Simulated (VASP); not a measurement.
# Mo4H in VASP: a series of runs, part 2 of 2

VASP 6.6.1.

## Step 3: Single point, PBEsol

Contents of INCAR:

```
SYSTEM = Mo4H
ALGO = Normal ; DIPOL = 0.5 0.5 0.507
EDIFF = 1E-6 ; ENCUT = 520
GGA = PS ; IDIPOL = 3
ISIF = 2 ; ISMEAR = 0
LASPH = .True. ; LCHARG = .False.
LDIPOL = .True. ; LREAL = .False.
LWAVE = .False. ; NBANDS = 36
NELM = 100 ; PREC = Accurate
SIGMA = 0.1
```

Contents of KPOINTS:

```
k-points
0
Gamma
  10 10 1
  0 0 0
```

Contents of POSCAR:

```
Mo4H
1.0
    2.8007049267      0.0000000000      0.0000000000
    0.0000000000      2.8007049267      0.0000000000
    0.0000000000      0.0000000000     24.9411923373
Mo H
4 1
Direct
    0.5000000000      0.5000000000      0.3408016700
    0.0000000000      0.0000000000      0.4202043472
    0.5000000000      0.5000000000      0.4974210122
    0.0000000000      0.0000000000      0.5751683665
    0.3333333333      0.3333333333      0.7031544140
```

Potentials or basis: VASP PAW PBE potentials, release 64 (Mo_sv, H).

Command:

```sh
$ cat potpaw_PBE.64/Mo_sv/POTCAR potpaw_PBE.64/H/POTCAR > POTCAR
$ mpirun -np 1 vasp_std > vasp.out
```

OUTCAR:

```text
SYSTEM = Mo4H
   EDIFF = 1E-6
   ENCUT = 520
   GGA = PS
   ISIF = 2
   ISMEAR = 0
   LASPH = .True.
   LREAL = .False.
   NELM = 100
   PREC = Accurate

 ion  position               nearest neighbor table
   1  0.500  0.500  0.341-   2 2.80   2 2.80   2 2.80   2 2.80
   2  0.000  0.000  0.420-   3 2.76   3 2.76   3 2.76   3 2.76   1 2.80   1 2.80   1 2.80   1 2.80

   3  0.500  0.500  0.497-   2 2.76   2 2.76   2 2.76   2 2.76   4 2.77   4 2.77   4 2.77   4 2.77

   4  0.000  0.000  0.575-   3 2.77   3 2.77   3 2.77   3 2.77
   5  0.333  0.333  0.703-

  LATTYP: Found a simple tetragonal cell.
 ALAT       =     2.8007049267
 C/A-ratio  =     8.9053266910

  Lattice vectors:

 A1 = (   2.8007049267,   0.0000000000,   0.0000000000)
 A2 = (   0.0000000000,   2.8007049267,   0.0000000000)
 A3 = (   0.0000000000,   0.0000000000,  24.9411923373)

Analysis of symmetry for initial positions (statically):
=====================================================================
 Subroutine PRICEL returns:
 Original cell was already a primitive cell.
[... 185 lines left out ...]
 fundamental gap:      0.0809158583
 Fermi energy:         0.4284501771

 k-point     1 :       0.0000    0.0000    0.0000
  band No.  band energies     occupation
      1     -60.3674      2.00000
      2     -60.3490      2.00000
      3     -60.1377      2.00000
      4     -59.9216      2.00000
      5     -34.8941      2.00000
      6     -34.6698      2.00000
[... 925 lines left out ...]
     35       2.5589      0.00000
     36       2.9199      0.00000

 [... further k-points ...]

------------------------ aborting loop because EDIFF is reached ----------------------------------------

 vacuum level on the upper side and lower side of the slab       (xc-potential included)         0.736        -1.149

  FORCE on cell =-STRESS in cart. coord.  units (eV):
  Direction    XX          YY          ZZ          XY          YZ          ZX
  --------------------------------------------------------------------------------------
  -------------------------------------------------------------------------------------
  Total       -6.2302299     -6.2302299     -2.7678511      0.0068548     -0.0182418     -0.0182418
  in kB      -51.0226173    -51.0226173    -22.6673827      0.0561375     -0.1493913     -0.1493914
  external PRESSURE =     -41.5708724 kB  Pullay stress =       0.0000000 kB

 VOLUME and BASIS-vectors are now :
 -----------------------------------------------------------------------------
  energy-cutoff  :      520.00
  volume of cell :      195.64
      direct lattice vectors                 reciprocal lattice vectors
     2.800704927  0.000000000  0.000000000     0.357052966  0.000000000  0.000000000
     0.000000000  2.800704927  0.000000000     0.000000000  0.357052966  0.000000000
     0.000000000  0.000000000 24.941192337     0.000000000  0.000000000  0.040094314

 POSITION                                       TOTAL-FORCE (eV/Angst)
 -----------------------------------------------------------------------------------
      1.40035      1.40035      8.50000        -0.004086     -0.004086      0.204958
      0.00000      0.00000     10.48040         0.010697      0.010697     -0.258759
      1.40035      1.40035     12.40627        -0.039917     -0.039917      0.153427
      0.00000      0.00000     14.34538         0.057806      0.057806      0.602730
      0.93357      0.93357     17.53751        -0.024499     -0.024499     -0.702357
 -----------------------------------------------------------------------------------
    total drift:                               -0.000000     -0.000000     -0.000631

  FREE ENERGIE OF THE ION-ELECTRON SYSTEM (eV)
  ---------------------------------------------------
  free  energy   TOTEN  =       -43.5745901655 eV

  energy  without entropy=      -43.5612334190  energy(sigma->0) =      -43.56791179

 vacuum level on the upper side and lower side of the slab         6.598         4.684
```

OSZICAR:

```text
N       E                     dE             d eps       ncg     rms          rms(c)
DAV:   1     0.565861634804E+03    0.56586E+03   -0.35870E+04  2920   0.140E+03
DAV:   2    -0.284889272165E+02   -0.59435E+03   -0.58355E+03  2636   0.422E+02
DAV:   3    -0.474460593572E+02   -0.18957E+02   -0.18088E+02  2864   0.667E+01
[... 21 lines left out ...]
DAV:  25    -0.435745780029E+02   -0.91746E-05   -0.79141E-06  2240   0.130E-02    0.715E-03
DAV:  26    -0.435745830979E+02   -0.50950E-05   -0.21690E-06  1608   0.710E-03    0.359E-03
DAV:  27    -0.435745872062E+02   -0.41084E-05   -0.98240E-07  1680   0.440E-03    0.208E-03
DAV:  28    -0.435745891986E+02   -0.19924E-05   -0.66223E-07  1536   0.271E-03    0.970E-04
DAV:  29    -0.435745901655E+02   -0.96692E-06   -0.18010E-07  1488   0.152E-03
   1 F= -.43574590E+02 E0= -.43567912E+02  d E =-.133567E-01
```

stdout:

```text
POSCAR found type information on POSCAR MoH
 POSCAR found :  2 types and       5 ions
 scaLAPACK will be used
 -----------------------------------------------------------------------------
|                                                                             |
|                                                                             |
|     You enforced a specific xc type in the INCAR file but a different       |
|     I HOPE YOU KNOW WHAT YOU ARE DOING!                                     |
|                                                                             |
 -----------------------------------------------------------------------------

 LDA part: xc-table for (Slater+PW92), standard interpolation
 POSCAR, INCAR and KPOINTS ok, starting setup
 FFT: planning ... GRIDC
 FFT: planning ... GRID_SOFT
 FFT: planning ... GRID
 WAVECAR not read
 entering main loop
```

It took 7 min on 1 thread of Intel Xeon Platinum 8259CL at 2.50GHz (Skylake/Cascade Lake), shared host; peak memory 0.41 GiB.

Results:

| Quantity | Value |
| --- | --- |
| Free energy | -43.5746 eV |
| Largest force | 0.703 eV/Å |

Forces on the atoms (eV/Å):
```
Mo  -0.004 -0.004  0.205
Mo   0.011  0.011 -0.259
Mo  -0.040 -0.040  0.153
Mo   0.058  0.058  0.603
H   -0.024 -0.024 -0.702
```

Levels at points of the mesh, in eV from the Fermi level:
```tsv
k point	band 27	band 28	band 29	band 30	band 31	band 32
(0.00, 0.00, 0.00)	-0.54	-0.54	0.28	0.57	0.57	1.48
(0.50, 0.00, 0.00)	-0.80	-0.80	-0.01	0.24	0.26	0.95
(0.50, 0.50, 0.00)	1.46	1.53	1.68	2.46	2.50	3.24
```

Caveat: the PAW data sets were made with another functional, which shifts forces and pressure a little.

## Step 4: Single point, PBEsol

Contents of INCAR:

```
SYSTEM = Mo4H
  ALGO = Normal
  DIPOL = 0.5 0.5 0.515
  EDIFF = 1E-7
  ENCUT = 520
  GGA = PS
  IDIPOL = 3
  ISIF = 2
  ISMEAR = 0
  LASPH = .TRUE.
  LCHARG = .TRUE.
  LDIPOL = .TRUE.
  LELF = .TRUE.
  LREAL = .FALSE.
  LVACPOTAV = .TRUE.
  LVHAR = .TRUE.
  LWAVE = .FALSE.
  NBANDS = 36
  NELM = 80
  PREC = Accurate
  SIGMA = 0.1
```

Contents of KPOINTS:

```
k-points
0
G
  10 10 1
  0 0 0
```

Changes to POSCAR since step 3:

```diff
@@ -12,2 +12,2 @@
     0.0000000000      0.0000000000      0.5751683665
-    0.3333333333      0.3333333333      0.7031544140
+    0.3333333333      0.3333333333      0.7432487282
```

Command:

```sh
$ cat potpaw_PBE.64/Mo_sv/POTCAR potpaw_PBE.64/H/POTCAR > POTCAR
$ mpirun -np 1 vasp_std > vasp.out
```

It took 8 min on 1 thread of Intel Xeon Platinum 8259CL at 2.50GHz (Skylake/Cascade Lake), shared host; peak memory 0.42 GiB.

It converged, with:

| Item | Value |
| --- | --- |
| Free energy | -43.2193 eV |
| Largest force | 0.232 eV/Å |

Forces in eV/Å, atoms in the order of the input:
```
Mo  -0.001 -0.001  0.149
Mo   0.002  0.002 -0.232
Mo  -0.003 -0.003  0.112
Mo   0.003  0.003  0.105
H   -0.001 -0.001 -0.134
```

Levels at points of the mesh, in eV from the Fermi level:
```tsv
k point	band 25	band 26	band 27	band 28	band 29	band 30	band 31	band 32	band 33	band 34
(0.00, 0.00, 0.00)	-1.20	-0.65	-0.56	-0.56	-0.25	0.57	0.57	1.24	1.55	2.02
(0.50, 0.00, 0.00)	-0.97	-0.96	-0.82	-0.82	0.13	0.24	0.25	0.94	0.99	2.18
(0.50, 0.50, 0.00)	-0.47	-0.47	1.51	1.57	1.66	2.44	2.45	3.23	3.26	4.67
```

Caveat: the PAW data sets were made with another functional, which shifts forces and pressure a little.
